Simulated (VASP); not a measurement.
Here is a VASP 6.6.1 calculation.

The input INCAR:

```
ALGO = Normal
EDIFF = 1E-6
EDIFFG = -0.01
ENCUT = 600
GGA = PS
IBRION = 2
ISIF = 3
ISMEAR = -1
IVDW = 12
LASPH = True
LCHARG = False
LREAL = False
LWAVE = False
NELM = 60
NSW = 60
PREC = Accurate
SIGMA = 0.05
```

Contents of KPOINTS:

```
k-points
0
Gamma
  8 8 8
```

File POSCAR:

```
SnSe
1.0
    0.0000000000      3.0100000000      3.0100000000
    3.0100000000      0.0000000000      3.0100000000
    3.0100000000      3.0100000000      0.0000000000
Sn Se
1 1
Direct
    0.0000000000      0.0000000000      0.0000000000
    0.5000000000      0.5000000000      0.5000000000
```

Potentials or basis: VASP PAW PBE potentials, release 64 (Sn_d, Se).

Run with:

```bash
$ cat potpaw_PBE.64/Sn_d/POTCAR potpaw_PBE.64/Se/POTCAR > POTCAR
$ mpirun -np 1 vasp_std > vasp.out
```

(1) Estimate the relaxed cell.

(2) What does it give for the relaxed volume?

Results:

(1) a = 4.153 Å, b = 4.153 Å, c = 4.153 Å, α = 60.00°, β = 60.00°, γ = 60.00°.

(2) 25.33 Å³/atom.

Caveat: the PAW data sets were made with another functional, which shifts forces and pressure a little.
